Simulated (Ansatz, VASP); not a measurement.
**TiC: VASP beside Ansatz**

INCAR

```
PREC = Accurate
ENCUT = 600
EDIFF = 1E-6
ISMEAR = -1
SIGMA = 0.08
LREAL = F
LASPH = T
NELM = 100
ALGO = Normal
ISIF = 3
LWAVE = F
LCHARG = F
GGA = PS
IBRION = 2
NSW = 100
EDIFFG = -0.002
```

File KPOINTS:

```
Automatic mesh
0
Gamma
  18 18 18
```

File POSCAR:

```
TiC
1.0
    0.0000000000      2.1593000000      2.1593000000
    2.1593000000      0.0000000000      2.1593000000
    2.1593000000      2.1593000000      0.0000000000
Ti C
1 1
Direct
    0.0000000000      0.0000000000      0.0000000000
    0.5000000000      0.5000000000      0.5000000000
```

Input for Ansatz:

```yaml
crystal:
  lattice:
    - [0.0, 2.1593, 2.1593]
    - [2.1593, 0.0, 2.1593]
    - [2.1593, 2.1593, 0.0]
  atoms:
    - { symbol: Ti, position: [0.0, 0.0, 0.0] }
    - { symbol: C, position: [0.5, 0.5, 0.5] }
kpoints:
  mp_grid: { grid: [18, 18, 18] }
scf:
  occupations: { method: fermi_dirac, width: 0.08 }
hamiltonian:
  xc: pbesol
  pseudopotentials: { kind: paw }
relax:
  f_tol: 0.002
  max_steps: 80
  cell: {}
output:
  forces: true
  stress: true
```

Alike in both runs: task relaxation of cell and atoms; functional PBEsol; k mesh 18 × 18 × 18; occupations fermi-dirac, width 0.08 eV; no spin polarisation.

```csv
,VASP,Ansatz
version,VASP 6.6.1,Ansatz 0.2.0
potentials or method,"VASP PAW PBE potentials, release 64 (Ti_sv, C)","PAW with Ansatz's default frozen-core files, scalar-relativistic"
plane-wave cutoff (eV),600,420
valence electrons in the cell,16,16
```

```csv
,VASP,Ansatz,Ansatz less VASP
relaxed volume (Å³/atom),9.90,9.89,-0.006
relaxed cell length with the largest relative difference (Å),3.037,3.036,-0.0006
```

VASP's potentials were made for PBE, not for PBEsol.
